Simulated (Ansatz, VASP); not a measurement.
# One calculation of AlNi, two programs

INCAR

```
SYSTEM = AlNi
  PREC = Accurate
  ENCUT = 520
  EDIFF = 1E-7
  ISMEAR = 0
  SIGMA = 0.15
  LREAL = .FALSE.
  LASPH = .TRUE.
  NELM = 80
  ALGO = Normal
  ISIF = 2
  LWAVE = .FALSE.
  LCHARG = .FALSE.
  GGA = PS
  NBANDS = 14
```

File KPOINTS:

```
Automatic mesh
0
G
  16 16 16
  0 0 0
```

Contents of POSCAR:

```
AlNi
1.0
    2.7657600000      0.0000000000      0.0000000000
    0.0000000000      2.7657600000      0.0000000000
    0.0000000000      0.0000000000      3.1114800000
Al Ni
1 1
Direct
    0.0000000000      0.0000000000      0.0000000000
    0.5000000000      0.5000000000      0.5000000000
```

Input for Ansatz:

```yaml
crystal:
  lattice:
    - [2.76576, 0.0, 0.0]
    - [0.0, 2.76576, 0.0]
    - [0.0, 0.0, 3.11148]
  atoms:
    - { symbol: Al, position: [0.0, 0.0, 0.0] }
    - { symbol: Ni, position: [0.5, 0.5, 0.5] }
basis:
  ecutwfc: 420
kpoints:
  mp_grid: { grid: [16, 16, 16] }
hamiltonian:
  xc: pbesol
scf:
  occupations: { method: gaussian, width: 0.15 }
output:
  forces: true
  stress: true
  eigenvalues: true
```

Change from the starting cell: strain -0.040 along x and y, +0.080 along z, atoms carried along.

Alike in both runs: task single point; functional PBEsol; k mesh 16 × 16 × 16; occupations gaussian, width 0.15 eV; no spin polarisation.

|  | VASP | Ansatz |
| --- | --- | --- |
| version | VASP 6.6.1 | Ansatz 0.2.0 |
| potentials or method | VASP PAW PBE potentials, release 64 (Al, Ni), cutoff 520 eV | scalar-relativistic, plane waves, PAW |
| valence electrons in the cell | 13 | 21 |

Ansatz gave:

- gap on the k mesh at the Fermi level (eV): none
- pressure (GPa): -2.0
- traceless stress, the component that is largest in VASP (GPa): -3.91

Q: What did VASP give for the same quantities?

A: gap on the k mesh at the Fermi level (eV): none; pressure (GPa): -1.8; traceless stress, the component that is largest in VASP (GPa): -4.04.

VASP's potentials were made for PBE, not for PBEsol. A gap of «none» marks a metal or a gap that the smearing closes. VASP's potentials hold 13 valence electrons a cell and Ansatz's 21, so a difference there can come from the potentials and not from the codes.
